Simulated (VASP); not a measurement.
# BO (R3m) in VASP: notebook

BO is run at these levels: PBE; tasks: single point, relaxation of cell and atoms.

All numbers are computed with VASP 6.6.1; they aren't measurements. Logs are shortened: lines on timing, memory, paths and dates and some standing lists are left out, and cuts for length are marked.

**1. The cell of the first run**

Symmetry: R3m, No. 160, trigonal system. The conventional cell has a = 2.658 Å, b = 2.658 Å, c = 6.739 Å, α = 90.00°, β = 90.00°, γ = 120.00°. B (site symmetry 3m) has 4 O at 1.63 to 1.65 Å within 2.2 Å. O (site symmetry 3m) has 4 B at 1.63 to 1.65 Å within 2.2 Å.

**2. Single point, PBE**

The input, INCAR:

```
PREC     = Accurate       # precision mode
ENCUT    = 520            # plane-wave cutoff, eV
EDIFF    = 1E-7           # SCF threshold, eV
ISMEAR   = 0              # smearing method
SIGMA    = 0.1            # smearing width, eV
LREAL    = False          # projectors in reciprocal space
LASPH    = True           # aspherical terms in the spheres
NELM     = 80             # most SCF steps
ALGO     = Normal         # electronic algorithm
ISIF     = 2              # what is computed and relaxed
LWAVE    = False          # write WAVECAR
LCHARG   = False          # write CHGCAR
GGA      = PE             # functional
NBANDS   = 12             # bands
```

The input, KPOINTS:

```
regular mesh
0
Gamma
  6 6 6
```

The input, POSCAR:

```
BO
1.0
    1.3290808100      0.7673451600      2.2462279400
   -1.3290808100      0.7673451600      2.2462279400
    0.0000000000     -1.5346903200      2.2462279400
B O
1 1
Direct
    0.2421703400      0.2421703400      0.2421703400
    0.0000000000      0.0000000000      0.0000000000
```

Potentials or basis: VASP PAW PBE potentials, release 64 (B, O).

On the command line:

```console
$ cat potpaw_PBE.64/B/POTCAR potpaw_PBE.64/O/POTCAR > POTCAR
$ mpirun -np 1 vasp_std > vasp.out
```

OUTCAR:

```text
PREC = Accurate
   ENCUT = 520
   EDIFF = 1E-7
   ISMEAR = 0
   LREAL = False
   LASPH = True
   NELM = 80
   ISIF = 2
   GGA = PE

 ion  position               nearest neighbor table
   1  0.242  0.242  0.242-   2 1.63   2 1.65   2 1.65   2 1.65
   2  0.000  0.000  0.000-   1 1.63   1 1.65   1 1.65   1 1.65

  LATTYP: Found a trigonal (rhomboedric) cell.
 ALAT       =     2.7204437786
 COS(alpha) =     0.5226320469

  Lattice vectors:

 A1 = (   1.3290808100,   0.7673451600,   2.2462279400)
 A2 = (  -1.3290808100,   0.7673451600,   2.2462279400)
 A3 = (   0.0000000000,  -1.5346903200,   2.2462279400)

Analysis of symmetry for initial positions (statically):
=====================================================================
 Subroutine PRICEL returns:
 Original cell was already a primitive cell.

 Routine SETGRP: Setting up the symmetry group for a
 trigonal (rhombohedral) supercell.

 Subroutine GETGRP returns: Found  6 space group operations
 (whereof  6 operations were pure point group operations)
 out of a pool of 12 trial point group operations.

The static configuration has the point symmetry C_3v.

Analysis of symmetry for dynamics (positions and initial velocities):
=====================================================================
 Subroutine PRICEL returns:
 Original cell was already a primitive cell.

 Routine SETGRP: Setting up the symmetry group for a
 trigonal (rhombohedral) supercell.

 Subroutine GETGRP returns: Found  6 space group operations
 (whereof  6 operations were pure point group operations)
 out of a pool of 12 trial point group operations.

The dynamic configuration has the point symmetry C_3v.

 Subroutine INISYM returns: Found  6 space group operations
 (whereof  6 operations are pure point group operations),
 and found     1 'primitive' translations

----------------------------------------------------------------------------------------

                                     Primitive cell

  volume of cell :      13.7451

  direct lattice vectors                    reciprocal lattice vectors
     1.329080810  0.767345160  2.246227940     0.376199849  0.217199085  0.148396931
    -1.329080810  0.767345160  2.246227940    -0.376199849  0.217199085  0.148396931
     0.000000000 -1.534690320  2.246227940     0.000000000 -0.434398170  0.148396931

  length of vectors
     2.720443779  2.720443779  2.720443776     0.459046205  0.459046205  0.459046206
[... 89 lines left out ...]
   POTIM  = 0.5000    time-step for ionic-motion
   TEBEG  =    0.0;   TEEND  =   0.0 temperature during run
   PSTRESS=    0.0 pullay stress
   NELECT =       9.0000    total number of electrons
   NUPDOWN=      -1.0000    fix difference up-down
   EMIN   =  10.00;   EMAX   =-10.00  energy-range for DOS
   EFERMI =   0.00;   METHOD = LEGACY
   ISMEAR =     0;   SIGMA  =   0.10  broadening in eV -4-tet -1-fermi 0-gaus
   EFERMI_NEDOS =   21; number of points for ismear=-14 and -15
   IALGO  =     38    algorithm
   IMIX   =      4    mixing-type and parameters
     AMIX     =   0.40;   BMIX     =  1.00
     AMIX_MAG =   1.60;   BMIX_MAG =  1.00
  volume/ion in A,a.u.               =       6.87        46.38
  Fermi-wavevector in a.u.,A,eV,Ry     =   1.421586  2.686409 27.496121  2.020908
  Thomas-Fermi vector in A             =   2.542380
   LORBIT       =      0    0 simple, 1 ext, 2 COOP (PROOUT), +10 PAW based schemes
   GGA     = PE    functional components
   LHFCALC =     F    Hartree Fock is set to
   AEXX    =    0.0000 exact exchange contribution
   IVDW    =     0    specifies the selected vdW correction
   LEPSILON=     F    determine dielectric tensor
   LRPA    =     F    only Hartree local field effects (RPA)
 non-spin polarized calculation
 Gauss-broadening in eV      SIGMA  =   0.10
  energy-cutoff  :      520.00
  volume of cell :       13.75
 maximum number of plane-waves:       380
   NGX = 11   NGY = 11   NGZ = 11

 number of electron       9.0000004 magnetization

 Free energy of the ion-electron system (eV)
  ---------------------------------------------------
  ext. energy  EPLUGINS =         0.00000000
  ---------------------------------------------------
  free energy    TOTEN  =       -11.19870391 eV

  energy without entropy =      -11.19760708  energy(sigma->0) =      -11.19815549

 E-fermi :  10.9751     XC(G=0): -12.2737

 val. band max:       10.7874664629   @ k =   0.3333   0.1667   0.1667
 cond. band min:      11.0418336484   @ k =  -0.3333   0.3333   0.0000
 fundamental gap:      0.2543671854
 Fermi energy:        10.9751482159

 k-point     1 :       0.0000    0.0000    0.0000
  band No.  band energies     occupation
      1     -16.9810      2.00000
      2       1.8190      2.00000
      3       2.3846      2.00000
      4       2.3846      2.00000
      5       7.9020      2.00000
      6      13.1422      0.00000
      7      13.3757      0.00000
      8      13.3757      0.00000
      9      27.4248      0.00000
     10      31.7290      0.00000
     11      31.7290      0.00000
     12      31.7915      0.00000
[... 331 lines left out ...]
 k-point    24 :      -0.3333    0.5000    0.1667
  band No.  band energies     occupation
      1     -14.0673      2.00000
      2      -3.3124      2.00000
      3      -1.7391      2.00000
      4      -1.3426      2.00000
      5      10.6507      2.00000
      6      14.4780      0.00000
      7      16.0901      0.00000
      8      18.4230      0.00000
      9      20.0442      0.00000
     10      27.7160      0.00000
     11      32.6745      0.00000
     12      36.1022      0.00000

 [... further k-points ...]

------------------------ aborting loop because EDIFF is reached ----------------------------------------

  FORCE on cell =-STRESS in cart. coord.  units (eV):
  Direction    XX          YY          ZZ          XY          YZ          ZX
  --------------------------------------------------------------------------------------
  -------------------------------------------------------------------------------------
  Total        1.1806390      1.1806390      2.7879737      0.0000000      0.0000000      0.0000000
  in kB      137.6196656    137.6196644    324.9765549      0.0000000      0.0000000      0.0000000
  external PRESSURE =     200.0719616 kB  Pullay stress =       0.0000000 kB

 VOLUME and BASIS-vectors are now :
 -----------------------------------------------------------------------------
  energy-cutoff  :      520.00
  volume of cell :       13.75
      direct lattice vectors                 reciprocal lattice vectors
     1.329080810  0.767345160  2.246227940     0.376199849  0.217199085  0.148396931
    -1.329080810  0.767345160  2.246227940    -0.376199849  0.217199085  0.148396931
     0.000000000 -1.534690320  2.246227940     0.000000000 -0.434398170  0.148396931

 POSITION                                       TOTAL-FORCE (eV/Angst)
 -----------------------------------------------------------------------------------
      0.00000      0.00000      1.63191         0.000000      0.000000      0.060640
      0.00000      0.00000      0.00000         0.000000      0.000000     -0.060640
 -----------------------------------------------------------------------------------
    total drift:                               -0.000000     -0.000001      0.000064

  FREE ENERGIE OF THE ION-ELECTRON SYSTEM (eV)
  ---------------------------------------------------
  free  energy   TOTEN  =       -11.1987039082 eV

  energy  without entropy=      -11.1976070777  energy(sigma->0) =      -11.19815549
```

OSZICAR:

```text
N       E                     dE             d eps       ncg     rms          rms(c)
DAV:   1     0.136912439296E+02    0.13691E+02   -0.46656E+03   800   0.686E+02
DAV:   2    -0.112212187203E+02   -0.24912E+02   -0.24130E+02   988   0.144E+02
DAV:   3    -0.115796676367E+02   -0.35845E+00   -0.35775E+00   868   0.137E+01
DAV:   4    -0.115800011768E+02   -0.33354E-03   -0.33353E-03   848   0.552E-01
DAV:   5    -0.115800016337E+02   -0.45688E-06   -0.45670E-06   884   0.189E-02    0.468E+00
DAV:   6    -0.112078166837E+02    0.37218E+00   -0.26287E+00   780   0.900E+00    0.179E+00
DAV:   7    -0.112000652205E+02    0.77515E-02   -0.53200E-02   816   0.169E+00    0.105E+00
DAV:   8    -0.111987298632E+02    0.13354E-02   -0.72078E-03   796   0.678E-01    0.831E-02
DAV:   9    -0.111986747679E+02    0.55095E-04   -0.75847E-04   860   0.167E-01    0.362E-02
DAV:  10    -0.111987025915E+02   -0.27824E-04   -0.55023E-05   796   0.604E-02    0.703E-03
DAV:  11    -0.111987037484E+02   -0.11569E-05   -0.10515E-06   868   0.931E-03    0.273E-03
DAV:  12    -0.111987039198E+02   -0.17144E-06   -0.18044E-07   784   0.343E-03    0.359E-04
DAV:  13    -0.111987039082E+02    0.11631E-07   -0.51137E-09   408   0.520E-04
   1 F= -.11198704E+02 E0= -.11198155E+02  d E =-.109683E-02
```

Run time: 3.4 s. Hardware: 1 thread of AMD EPYC 9R45 (Zen 5), shared host; peak memory 0.09 GiB.

What came out:

| Quantity | Value |
| --- | --- |
| Free energy | -11.1987 eV |
| Pressure | 20.0 GPa |
| Largest force | 0.061 eV/Å |
| Band gap on the k mesh | zero (an odd number of electrons rules out a gap without spin polarisation) |

Forces in eV/Å, atoms in the order of the input:
```
B    0.000  0.000  0.061
O    0.000  0.000 -0.061
```

Levels at points of the mesh, in eV from the Fermi level:
| k point | band 1 | band 2 | band 3 | band 4 | band 5 | band 6 | band 7 | band 8 | band 9 | band 10 |
| --- | --- | --- | --- | --- | --- | --- | --- | --- | --- | --- |
| (0.00, 0.00, 0.00) | -27.96 | -9.16 | -8.59 | -8.59 | -3.07 | 2.17 | 2.40 | 2.40 | 16.45 | 20.75 |
| (0.50, 0.00, 0.00) | -25.71 | -15.94 | -10.18 | -9.74 | -0.30 | 3.23 | 3.66 | 4.59 | 15.30 | 16.84 |
| (0.50, 0.50, 0.00) | -25.10 | -14.83 | -11.98 | -11.51 | -2.72 | 2.25 | 7.27 | 7.44 | 9.46 | 17.05 |
| (0.50, 0.50, 0.50) | -25.94 | -16.15 | -9.64 | -9.64 | 0.18 | 3.87 | 3.87 | 4.44 | 15.38 | 17.31 |

Caveat: the k points lie up to 0.48 Å⁻¹ apart, too coarse for converged energies and pressures of a metal; an odd number of electrons without spin polarisation forces a metal; a magnetic or distorted state may lie lower.

**3. Single point, PBE**

INCAR: that of step 2 with these lines changed.

```diff
@@ -8,3 +8,3 @@
 NELM     = 80             # most SCF steps
-ALGO     = Normal         # electronic algorithm
+ALGO     = Fast           # electronic algorithm
 ISIF     = 2              # what is computed and relaxed
```

KPOINTS is that of step 2.

POSCAR is that of step 2.

Potentials or basis: VASP PAW PBE potentials, release 64 (B, O).

On the command line:

```console
$ cat potpaw_PBE.64/B/POTCAR potpaw_PBE.64/O/POTCAR > POTCAR
$ mpirun -np 1 vasp_std > vasp.out
```

Wall time 8.7 s (1 thread of Oxide Virtual Turin-like, shared host); peak memory 0.08 GiB.

Results (log left out):

```yaml
Free_energy: -11.1987 eV
Pressure: 20.0 GPa
Largest_force: 0.061 eV/Å
Band_gap_on_the_k_mesh: zero (an odd number of electrons rules out a gap without spin polarisation)
```

Forces in eV/Å, atoms in the order of the input:
```
B    0.000  0.000  0.061
O    0.000  0.000 -0.061
```

Stress tensor (GPa, compression positive):
```
13.78  0.00  0.00
 0.00 13.78  0.00
 0.00  0.00 32.51
```

Levels at points of the mesh, in eV from the Fermi level:
```tsv
k point	band 3	band 4	band 5	band 6	band 7	band 8
(0.00, 0.00, 0.00)	-8.59	-8.59	-3.07	2.17	2.40	2.40
(0.50, 0.00, 0.00)	-10.18	-9.74	-0.30	3.23	3.66	4.59
(0.50, 0.50, 0.00)	-11.98	-11.51	-2.72	2.25	7.27	7.44
(0.50, 0.50, 0.50)	-9.64	-9.64	0.18	3.87	3.87	4.44
```

Caveat: the k points lie up to 0.48 Å⁻¹ apart, too coarse for converged energies and pressures of a metal; an odd number of electrons without spin polarisation forces a metal; a magnetic or distorted state may lie lower.

**4. Relaxation of cell and atoms, PBE**

The input, INCAR:

```
  ALGO = Normal
  EDIFF = 1E-6
  EDIFFG = -0.04
  ENCUT = 600
  GGA = PE
  IBRION = 2
  ISIF = 3
  ISMEAR = 0
  LASPH = True
  LCHARG = False
  LREAL = False
  LWAVE = False
  NELM = 60
  NSW = 90
  PREC = Accurate
  SIGMA = 0.1
```

The input, KPOINTS:

```
k-points
0
Gamma
  6 6 6
```

POSCAR is that of step 3.

On the command line:

```console
$ cat potpaw_PBE.64/B/POTCAR potpaw_PBE.64/O/POTCAR > POTCAR
$ mpirun -np 1 vasp_std > vasp.out
```

Run time: 64 s. Hardware: 1 thread of Oxide Virtual Turin-like, shared host; peak memory 0.1 GiB.

The run converged. Its results:

```
Free energy                           : -12.6914 eV
Relaxed volume                        : 8.01 Å³/atom
Relaxed cell                          : a = 3.449 Å, b = 3.449 Å, c = 3.449 Å, α = 41.13°, β = 41.13°, γ = 41.13°
Space group after relaxing (to 0.1 Å) : R3m (No. 160)
Energy gained by relaxing             : 744.4 meV/atom
Ionic steps                           : 17
Pressure after relaxing               : 0.0 GPa
Largest force after relaxing          : 0.006 eV/Å
Band gap on the k mesh                : zero (an odd number of electrons rules out a gap without spin polarisation)
```

Forces in eV/Å, atoms in the order of the input:
```
B    0.000  0.000 -0.006
O    0.000  0.000  0.006
```

Step by step:
```csv
step,energy change (eV),largest force (eV/Å),pressure (GPa),volume (Å³)
1,0.0000,0.0606,19.70,13.75
2,-0.1148,0.3102,-4.62,15.49
3,-0.1154,0.3683,-5.73,15.68
4,-0.3931,1.2190,-12.36,16.17
5,-1.1534,1.6892,-21.49,17.07
6,-0.6727,1.0723,-8.25,17.76
7,-1.3624,1.1287,-19.50,17.35
8,-1.4528,0.3601,-10.17,16.90
9,-1.4536,0.2927,-9.31,16.87
10,-1.4748,0.1422,-6.36,16.59
11,-1.4869,0.0362,-2.49,16.24
12,-1.4875,0.0726,-1.52,16.16
13,-1.4875,0.0786,-1.42,16.14
14,-1.4883,0.0637,-0.59,16.08
15,-1.4887,0.0488,0.22,16.02
16,-1.4887,0.0466,0.31,16.02
17,-1.4888,0.0060,0.01,16.03
```

Final structure:
```
B O
1.0
     1.21143    0.69942    3.15229
    -1.21143    0.69942    3.15229
     0.00000   -1.39884    3.15229
B O
1 1
Direct
  0.25829 0.25829 0.25829
  0.98388 0.98388 0.98388
```

Levels at points of the mesh, in eV from the Fermi level:
| k point | band 2 | band 3 | band 4 | band 5 | band 6 | band 7 | band 8 |
| --- | --- | --- | --- | --- | --- | --- | --- |
| (0.00, 0.00, 0.00) | -9.29 | -7.18 | -7.18 | -3.54 | 5.73 | 7.15 | 7.15 |
| (0.50, 0.00, 0.00) | -14.58 | -9.32 | -7.49 | -0.28 | 3.70 | 8.41 | 9.81 |
| (0.50, 0.50, 0.00) | -14.38 | -9.42 | -8.28 | -0.57 | 4.13 | 7.92 | 10.61 |
| (0.50, 0.50, 0.50) | -11.97 | -7.23 | -7.23 | 1.03 | 5.36 | 7.27 | 7.27 |

Caveat: the k points lie up to 0.51 Å⁻¹ apart in the final cell, too coarse for converged energies and pressures of a metal; the volume moved by over 15 % at a fixed basis, so the end points are rough; an odd number of electrons without spin polarisation forces a metal; a magnetic or distorted state may lie lower.

(Part 1 of 2 ends here.)

The gap in the log of VASP goes by the Fermi energy; the results here count the filled bands.